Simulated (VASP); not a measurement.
A run of VASP 6.6.1 is set up as follows.

The input INCAR:

```
PREC = Accurate
ENCUT = 500
EDIFF = 1E-6
ISMEAR = -1
SIGMA = 0.05
LREAL = False
LASPH = True
NELM = 120
ALGO = Normal
ISIF = 2
LWAVE = False
LCHARG = False
GGA = PS
NBANDS = 12
GGA_COMPAT = False
```

File KPOINTS:

```
regular mesh
0
Gamma
  10 10 10
```

File POSCAR:

```
Tc
1.0
    0.0000000000      1.9175905500      1.9175905500
    1.9175905500      0.0000000000      1.9175905500
    1.9175905500      1.9175905500      0.0000000000
Tc
1
Direct
    0.0000000000      0.0000000000      0.0000000000
```

Potentials or basis: VASP PAW PBE potentials, release 64 (Tc_pv).

Command:

```sh
$ cat potpaw_PBE.64/Tc_pv/POTCAR > POTCAR
$ mpirun -np 1 vasp_std > vasp.out
```

**Question.** What does it give for the pressure?

**Answer.** -0.8 GPa.

**Question.** What does it give for the band gap on the k mesh?

**Answer.** Zero (an odd number of electrons rules out a gap without spin polarisation).

Caveat: the PAW data sets were made with another functional, which shifts forces and pressure a little.
